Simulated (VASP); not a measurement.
# AlSi16 (a cell with a defect) in VASP: single point with PBE

Aim: the single point of AlSi16 (a cell with a defect) with PBE.

Everything below comes from runs of VASP 6.6.1. Logs are shortened: lines on timing, memory, paths and dates and some standing lists are left out, and cuts for length are marked.

## (1) The cell of the first run

The cell holds a defect, 17 atoms: a = 7.679 Å, b = 7.679 Å, c = 7.679 Å, α = 60.00°, β = 60.00°, γ = 60.00°.

## (2) Single point, PBE, collinear spin

Input file INCAR:

```
ALGO = Normal
EDIFF = 1E-6
ENCUT = 520
GGA = PE
ISIF = 2
ISMEAR = -1
ISPIN = 2
LASPH = T
LCHARG = F
LORBIT = 11
LREAL = Auto
LWAVE = F
MAGMOM = 0 0 0 0 0 0 0 0 0 0 0 0 0 0 0 0 1
NBANDS = 52
NELM = 150
PREC = Accurate
SIGMA = 0.05
```

Input file KPOINTS:

```
k-points
0
Gamma
  2 2 2
```

Input file POSCAR:

```
AlSi16
1.0
    0.0000000000      5.4300000000      5.4300000000
    5.4300000000      0.0000000000      5.4300000000
    5.4300000000      5.4300000000      0.0000000000
Si Al
16 1
Direct
    0.0051832782      0.0053267754      0.0026286917
    0.1275682324      0.1277069928      0.1327189010
    0.0047585134      0.0049065179      0.5039812518
    0.1283143593      0.1284220134      0.6276081396
    0.0044692130      0.5027604657      0.0020693229
    0.1409408436      0.6249971355      0.1242822294
    0.0054171042      0.5034522492      0.5046058751
    0.1276935361      0.6336197220      0.6270065083
    0.5026061555      0.0046748686      0.0020409759
    0.6248695180      0.1411012890      0.1242616658
    0.5033424648      0.0055244682      0.5045695302
    0.6334754972      0.1278173897      0.6269914016
    0.5029858442      0.5031543597      0.0021038159
    0.6231943091      0.6233891260      0.1221509359
    0.5028361225      0.5029625321      0.5033661895
    0.6249787050      0.6250853430      0.6400814493
    0.7526257034      0.7528068517      0.2516249161
```

Potentials or basis: VASP PAW PBE potentials, release 64 (Si, Al).

The run is started by

```bash
> cat potpaw_PBE.64/Si/POTCAR potpaw_PBE.64/Al/POTCAR > POTCAR
> mpirun -np 1 vasp_std > vasp.out
```

OUTCAR:

```text
EDIFF = 1E-6
   ENCUT = 520
   GGA = PE
   ISIF = 2
   ISMEAR = -1
   ISPIN = 2
   LASPH = T
   LORBIT = 11
   LREAL = Auto
   NELM = 150
   PREC = Accurate

 ion  position               nearest neighbor table
   1  0.005  0.005  0.003-   2 2.35   4 2.35  10 2.39   6 2.39  17 2.74
   2  0.128  0.128  0.133-   3 2.33   1 2.35   9 2.35   5 2.35
   3  0.005  0.005  0.504-   4 2.32   2 2.33  12 2.33   8 2.33
   4  0.128  0.128  0.628-   3 2.32   1 2.35  11 2.35   7 2.35
   5  0.004  0.503  0.002-   2 2.35   8 2.35   6 2.39  14 2.39  17 2.71
   6  0.141  0.625  0.124-  13 2.27   7 2.39   1 2.39   5 2.39  17 2.43
   7  0.005  0.503  0.505-   8 2.35   4 2.35   6 2.39  16 2.39  17 2.75
   8  0.128  0.634  0.627-   3 2.33   7 2.35   5 2.35  15 2.35
   9  0.503  0.005  0.002-   2 2.35  12 2.35  10 2.39  14 2.39  17 2.71
  10  0.625  0.141  0.124-  13 2.27  11 2.39   1 2.39   9 2.39  17 2.43
  11  0.503  0.006  0.505-  12 2.35   4 2.35  10 2.39  16 2.39  17 2.75
  12  0.633  0.128  0.627-   3 2.33  11 2.35   9 2.35  15 2.35
  13  0.503  0.503  0.002-  14 2.26  16 2.27   6 2.27  10 2.27
  14  0.623  0.623  0.122-  13 2.26  15 2.39   5 2.39   9 2.39  17 2.43
  15  0.503  0.503  0.503-   8 2.35  12 2.35  16 2.39  14 2.39  17 2.71
  16  0.625  0.625  0.640-  13 2.27   7 2.39  11 2.39  15 2.39  17 2.44
  17  0.753  0.753  0.252-  10 2.43  14 2.43   6 2.43  16 2.44   5 2.71   9 2.71  15 2.71   1 2.74
                            11 2.75   7 2.75

  LATTYP: Found a face centered cubic cell.
 ALAT       =    10.8600000000

  Lattice vectors:

 A1 = (   0.0000000000,   5.4300000000,   5.4300000000)
 A2 = (   5.4300000000,   0.0000000000,   5.4300000000)
 A3 = (   5.4300000000,   5.4300000000,   0.0000000000)

Analysis of symmetry for initial positions (statically):
=====================================================================
 Subroutine PRICEL returns:
 Original cell was already a primitive cell.

 Routine SETGRP: Setting up the symmetry group for a
 face centered cubic supercell.

 Subroutine GETGRP returns: Found  1 space group operations
 (whereof  1 operations were pure point group operations)
 out of a pool of 48 trial point group operations.

The static configuration has the point symmetry C_1 .

Analysis of symmetry for dynamics (positions and initial velocities):
=====================================================================
 Subroutine PRICEL returns:
 Original cell was already a primitive cell.

 Routine SETGRP: Setting up the symmetry group for a
 face centered cubic supercell.

 Subroutine GETGRP returns: Found  1 space group operations
 (whereof  1 operations were pure point group operations)
 out of a pool of 48 trial point group operations.

The dynamic configuration has the point symmetry C_1 .

Analysis of structural, dynamic, and magnetic symmetry:
=====================================================================
 Subroutine PRICEL returns:
 Original cell was already a primitive cell.

 Routine SETGRP: Setting up the symmetry group for a
 face centered cubic supercell.

 Subroutine GETGRP returns: Found  1 space group operations
 (whereof  1 operations were pure point group operations)
 out of a pool of 48 trial point group operations.

The overall configuration has the point symmetry C_1 .

 Subroutine INISYM returns: Found  1 space group operations
 (whereof  1 operations are pure point group operations),
 and found     1 'primitive' translations

----------------------------------------------------------------------------------------

                                     Primitive cell

  volume of cell :     320.2060

  direct lattice vectors                    reciprocal lattice vectors
     0.000000000  5.430000000  5.430000000    -0.092081031  0.092081031  0.092081031
     5.430000000  0.000000000  5.430000000     0.092081031 -0.092081031  0.092081031
     5.430000000  5.430000000  0.000000000     0.092081031  0.092081031 -0.092081031

  length of vectors
     7.679179644  7.679179644  7.679179644     0.159489025  0.159489025  0.159489025
[... 77 lines left out ...]
   number of dos      NEDOS =    301   number of ions     NIONS =     17
   total plane-waves  NPLWV = 216000
   dimension x,y,z NGX =    60 NGY =   60 NGZ =   60
   dimension x,y,z NGXF=   120 NGYF=  120 NGZF=  120
   ions per type =              16   1
   NGX,Y,Z   is equivalent  to a cutoff of  12.99, 12.99, 12.99 a.u.
   NGXF,Y,Z  is equivalent  to a cutoff of  25.98, 25.98, 25.98 a.u.
 SYSTEM =  unknown system
   PREC   = accura    normal or accurate (medium, high low for compatibility)
   ISTART =      0    job   : 0-new  1-cont  2-samecut
   ICHARG =      2    charge: 1-file 2-atom 10-const
   ISPIN  =      2    spin polarized calculation?
   LNONCOLLINEAR =      F non collinear calculations
   LSORBIT =      F    spin-orbit coupling
   LASPH  =      T    aspherical Exc in radial PAW
   ENCUT  =  520.0 eV  38.22 Ry    6.18 a.u.  14.28 14.28 14.28*2*pi/ulx,y,z
   NELM   =    150;   NELMIN=  2; NELMDL= -5     # of ELM steps
   EDIFF  = 0.1E-05   stopping-criterion for ELM
   LREAL  =      T    real-space projection
   EDIFFG = 0.1E-04   stopping-criterion for IOM
   NSW    =      0    number of steps for IOM
   IBRION =     -1    ionic relax: 0-MD 1-quasi-New 2-CG
   NFREE  =      0    steps in history (QN), initial steepest desc. (CG)
   ISIF   =      2    stress and relaxation
   ISYM   =      2    0-nonsym 1-usesym 2-fastsym
   POTIM  = 0.5000    time-step for ionic-motion
   TEBEG  =    0.0;   TEEND  =   0.0 temperature during run
   PSTRESS=    0.0 pullay stress
   NELECT =      67.0000    total number of electrons
   NUPDOWN=      -1.0000    fix difference up-down
   EMIN   =  10.00;   EMAX   =-10.00  energy-range for DOS
   EFERMI =   0.00;   METHOD = LEGACY
   ISMEAR =    -1;   SIGMA  =   0.05  broadening in eV -4-tet -1-fermi 0-gaus
   EFERMI_NEDOS =   21; number of points for ismear=-14 and -15
   IALGO  =     38    algorithm
   IMIX   =      4    mixing-type and parameters
     AMIX     =   0.40;   BMIX     =  1.00
     AMIX_MAG =   1.60;   BMIX_MAG =  1.00
  volume/ion in A,a.u.               =      18.84       127.11
  Fermi-wavevector in a.u.,A,eV,Ry     =   0.971904  1.836632 12.852022  0.944597
  Thomas-Fermi vector in A             =   2.102159
   LORBIT       =     11    0 simple, 1 ext, 2 COOP (PROOUT), +10 PAW based schemes
   GGA     = PE    functional components
   LHFCALC =     F    Hartree Fock is set to
   AEXX    =    0.0000 exact exchange contribution
   IVDW    =     0    specifies the selected vdW correction
   LEPSILON=     F    determine dielectric tensor
   LRPA    =     F    only Hartree local field effects (RPA)
 spin polarized calculation
  energy-cutoff  :      520.00
  volume of cell :      320.21
 maximum number of plane-waves:      8646
 NGX is ok and might be reduce to    60
   NGX = 29   NGY = 29   NGZ = 29

 number of electron      67.0000000 magnetization      -0.0000907

 number of electron      67.0000000 magnetization       0.0000594

 Free energy of the ion-electron system (eV)
  ---------------------------------------------------
  ext. energy  EPLUGINS =         0.00000000
  ---------------------------------------------------
  free energy    TOTEN  =       -86.70749528 eV

  energy without entropy =      -86.67997646  energy(sigma->0) =      -86.69373587

 E-fermi :   6.8976     XC(G=0):  -9.6570

 val. band max:        6.6965998976   @ k =   0.0000   0.0000   0.0000
 cond. band min:       6.9008798066   @ k =   0.0000   0.0000   0.0000
 fundamental gap:      0.2042799089
 Fermi energy:         6.8976377668

 spin component 1

 k-point     1 :       0.0000    0.0000    0.0000
  band No.  band energies     occupation
      1      -6.0080      1.00000
      2      -3.5580      1.00000
      3      -3.5380      1.00000
      4      -3.5366      1.00000
      5      -3.5351      1.00000
      6      -2.4067      1.00000
[... 373 lines left out ...]
     44      10.3345      0.00000
     45      10.4610      0.00000
 Fermi energy:         6.8976377668

 spin component 2

 k-point     1 :       0.0000    0.0000    0.0000
  band No.  band energies     occupation
      1      -6.0080      1.00000
      2      -3.5580      1.00000
      3      -3.5380      1.00000
      4      -3.5366      1.00000
      5      -3.5351      1.00000
      6      -2.4067      1.00000
[... 373 lines left out ...]
     44      10.3346      0.00000
     45      10.4610      0.00000
 [bands above 45 left out]

------------------------ aborting loop because EDIFF is reached ----------------------------------------

  FORCE on cell =-STRESS in cart. coord.  units (eV):
  Direction    XX          YY          ZZ          XY          YZ          ZX
  --------------------------------------------------------------------------------------
  -------------------------------------------------------------------------------------
  Total       10.8046181     10.8036461     10.8111191      0.1008561      0.0961288      0.0935578
  in kB       54.0618021     54.0569386     54.0943304      0.5046420      0.4809883      0.4681242
  external PRESSURE =      54.0710237 kB  Pullay stress =       0.0000000 kB

 VOLUME and BASIS-vectors are now :
 -----------------------------------------------------------------------------
  energy-cutoff  :      520.00
  volume of cell :      320.21
      direct lattice vectors                 reciprocal lattice vectors
     0.000000000  5.430000000  5.430000000    -0.092081031  0.092081031  0.092081031
     5.430000000  0.000000000  5.430000000     0.092081031 -0.092081031  0.092081031
     5.430000000  5.430000000  0.000000000     0.092081031  0.092081031 -0.092081031

 POSITION                                       TOTAL-FORCE (eV/Angst)
 -----------------------------------------------------------------------------------
      0.04320      0.04242      0.05707        -0.009902     -0.008420      0.014042
      1.41411      1.41336      1.38614        -0.001606     -0.002765      0.012656
      2.76326      2.76246      0.05248        -0.030577     -0.029660     -0.031771
      4.10524      4.10466      1.39408         0.021258      0.020571      0.023826
      2.74123      0.03550      2.75426        -0.045593     -0.000518      0.004387
      4.06859      1.44016      4.15904         0.001103      0.010818      0.007145
[... 9 lines left out ...]
      6.86986      6.86928      6.78785         0.002408      0.002622      0.008299
      5.45406      5.45308      8.17450         0.014598      0.016579      0.004810
 -----------------------------------------------------------------------------------
    total drift:                                0.012338      0.014881      0.009888

  FREE ENERGIE OF THE ION-ELECTRON SYSTEM (eV)
  ---------------------------------------------------
  free  energy   TOTEN  =       -86.7074952821 eV

  energy  without entropy=      -86.6799764633  energy(sigma->0) =      -86.69373587

 total charge

# of ion       s       p       d       tot
------------------------------------------
    1        0.743   0.930   0.000   1.673
    2        0.746   0.949   0.000   1.695
    3        0.736   0.971   0.000   1.707
    4        0.746   0.950   0.000   1.696
    5        0.743   0.929   0.000   1.672
    6        0.758   0.950   0.000   1.708
[... 9 lines left out ...]
   16        0.758   0.950   0.000   1.708
   17        0.507   0.336   0.000   0.843
--------------------------------------------------
tot         12.479  15.471   0.000  27.950

 magnetization (x)

# of ion       s       p       d       tot
------------------------------------------
    1        0.000  -0.000   0.000  -0.000
    2        0.000   0.000   0.000   0.000
    3        0.000  -0.000   0.000  -0.000
    4        0.000   0.000   0.000   0.000
    5        0.000  -0.000   0.000  -0.000
    6       -0.000  -0.000   0.000  -0.000
[... 9 lines left out ...]
   16       -0.000  -0.000   0.000  -0.000
   17       -0.000   0.000   0.000  -0.000
--------------------------------------------------
tot          0.000   0.000   0.000   0.000
```

Run time: 3.9 min. Hardware: 1 thread of Intel Xeon 6975P-C (Granite Rapids), shared host; peak memory 0.7 GiB.

What came out:

```yaml
Free_energy: -86.7075 eV
Pressure: 5.4 GPa
Largest_force: 0.133 eV/Å
Net_moment: 0.00 μB per cell
Valence_electrons_inside_the_program's_atomic_spheres: Si 1.67, 1.70, 1.71, 1.76 (each value once); Al 0.84
```

Forces in eV/Å, atoms in the order of the input:
```
Si  -0.010 -0.008  0.014
Si  -0.002 -0.003  0.013
Si  -0.031 -0.030 -0.032
Si   0.021  0.021  0.024
Si  -0.046 -0.001  0.004
Si   0.001  0.011  0.007
Si  -0.006  0.002 -0.014
Si  -0.006  0.012  0.000
Si  -0.001 -0.045  0.002
Si   0.012  0.000  0.008
Si   0.004 -0.005 -0.014
Si   0.012 -0.007  0.000
Si  -0.051 -0.052 -0.052
Si   0.077  0.077  0.076
Si   0.009  0.008 -0.051
Si   0.002  0.003  0.008
Al   0.015  0.017  0.005
```

Caveat: the k points lie up to 0.50 Å⁻¹ apart.
